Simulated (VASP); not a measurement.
A run of VASP 6.6.1 is set up as follows.

File POSCAR:

```
C
1.0
    0.0000000000      1.7058813324      1.7058813324
    1.7058813324      0.0000000000      1.7058813324
    1.7058813324      1.7058813324      0.0000000000
C
2
Direct
    0.0000000000      0.0000000000      0.0000000000
    0.2500000000      0.2500000000      0.2500000000
```

File INCAR.step1:

```
PREC = Accurate
ENCUT = 520
ISMEAR = 0
SIGMA = 0.02
LREAL = False
LASPH = True
NELM = 60
NBANDS = 11
GGA = PE
ALGO = Normal
EDIFF = 1E-4
LWAVE = True
LCHARG = False
```

File INCAR.step2:

```
PREC = Accurate
ENCUT = 520
EDIFF = 1E-6
ISMEAR = 0
SIGMA = 0.02
LREAL = False
LASPH = True
NELM = 60
ALGO = Normal
ISIF = 2
LWAVE = False
LCHARG = False
METAGGA = R2SCAN
LMIXTAU = True
NBANDS = 11
ISTART = 1
```

Contents of KPOINTS:

```
regular mesh
0
Gamma
  12 12 12
```

Potentials or basis: VASP PAW PBE potentials, release 64 (C).

Command:

```console
$ cat potpaw_PBE.64/C/POTCAR > POTCAR
$ cp INCAR.step1 INCAR
$ mpirun -np 1 vasp_std > vasp.out
$ cp INCAR.step2 INCAR
$ mpirun -np 1 vasp_std > vasp.out
```

(1) Predict the band gap on the k mesh.

(2) Estimate the pressure.

Results:

(1) 4.67 eV, indirect (least direct gap 6.20 eV).

(2) 74.4 GPa.

Caveat: the PAW data sets were made with another functional, which shifts forces and pressure a little.
